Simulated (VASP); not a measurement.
Here is a VASP 6.6.1 calculation.

The input INCAR:

```
SYSTEM = SnO
PREC = Accurate ; ENCUT = 600
EDIFF = 1E-6 ; ISMEAR = 0
SIGMA = 0.01 ; LREAL = .False.
LASPH = .True. ; NELM = 120
ALGO = Normal ; ISIF = 2
LWAVE = .False. ; LCHARG = .True.
GGA = PS ; LELF = .True.
LVHAR = .True. ; NBANDS = 28
GGA_COMPAT = .False.
```

The input KPOINTS:

```
regular mesh
0
Gamma
  5 5 4
  0 0 0
```

POSCAR

```
SnO
1.0
    3.7986000000      0.0000000000      0.0000000000
    0.0000000000      3.7986000000      0.0000000000
    0.0000000000      0.0000000000      4.8408000000
Sn O
2 2
Direct
    0.5000000000      0.0000000000      0.2369000000
    1.0000000000      0.5000000000      0.7631000000
    1.0000000000      0.0000000000      0.0000000000
    0.5000000000      0.5000000000      0.0000000000
```

Potentials or basis: VASP PAW PBE potentials, release 64 (Sn_d, O).

The run is started by

```console
$ cat potpaw_PBE.64/Sn_d/POTCAR potpaw_PBE.64/O/POTCAR > POTCAR
$ mpirun -np 1 vasp_std > vasp.out
```

Task: Estimate the band gap on the k mesh.

Result: 0.47 eV (least direct gap 2.04 eV).

Task: Predict the pressure.

Result: 0.8 GPa.

Forces in eV/Å, atoms in the order of the input:
```
Sn   0.000  0.000  0.280
Sn   0.000  0.000 -0.280
O    0.000  0.000  0.000
O    0.000  0.000  0.000
```

Caveat: semilocal functionals underestimate gaps, and a narrow one can read as zero; the PAW data sets were made with another functional, which shifts forces and pressure a little; spin-orbit coupling is left out, which moves the levels of the heavy elements. A hybrid or GW would open this gap; PBEsol tends to underestimate it.
